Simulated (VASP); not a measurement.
Write the native input for VASP 6.6.1 that does the following.

```yaml
Task: single point
Functional: RPBE
Potentials_or_basis: VASP PAW PBE potentials, release 64 (Ba_sv)
Cutoff: 520 eV
k_mesh: 7 × 7 × 7
Occupations: gaussian, width 0.1 eV
Spin: no spin polarisation
Dipole_correction: no
Further_INCAR_settings: ALGO = Normal; EDIFF = 1e-06; NBANDS = 11
```

The structure of Ba lies in POSCAR:

```
Ba
1.0
    0.0000000000      3.2326650028      3.2326650028
    3.2326650028      0.0000000000      3.2326650028
    3.2326650028      3.2326650028      0.0000000000
Ba
1
Direct
    0.0000000000      0.0000000000      0.0000000000
```

These files were run (other wordings do the same):

INCAR

```
SYSTEM = Ba
  ALGO = Normal
  EDIFF = 1E-6
  ENCUT = 520
  GGA = RP
  ISIF = 2
  ISMEAR = 0
  LASPH = .TRUE.
  LCHARG = .TRUE.
  LELF = .TRUE.
  LREAL = .FALSE.
  LVHAR = .TRUE.
  LWAVE = .FALSE.
  NBANDS = 11
  NELM = 60
  PREC = Accurate
  SIGMA = 0.1
```

KPOINTS

```
k-points
0
G
  7 7 7
  0 0 0
```

Potentials or basis: VASP PAW PBE potentials, release 64 (Ba_sv).

Launch:

```console
$ cat potpaw_PBE.64/Ba_sv/POTCAR > POTCAR
$ mpirun -np 1 vasp_std > vasp.out
```

Results of the run:

The pressure is 0.3 GPa and the band gap on the k mesh is zero (band 5 reaches 1.53 eV, above the bottom of band 6 at 1.53 eV).

Caveat: the PAW data sets were made with another functional, which shifts forces and pressure a little; spin-orbit coupling is left out, which moves the levels of the heavy elements.

It took 22 s on 1 thread of Intel Xeon 8259CL, on a shared host, peak memory 0.2 GiB.
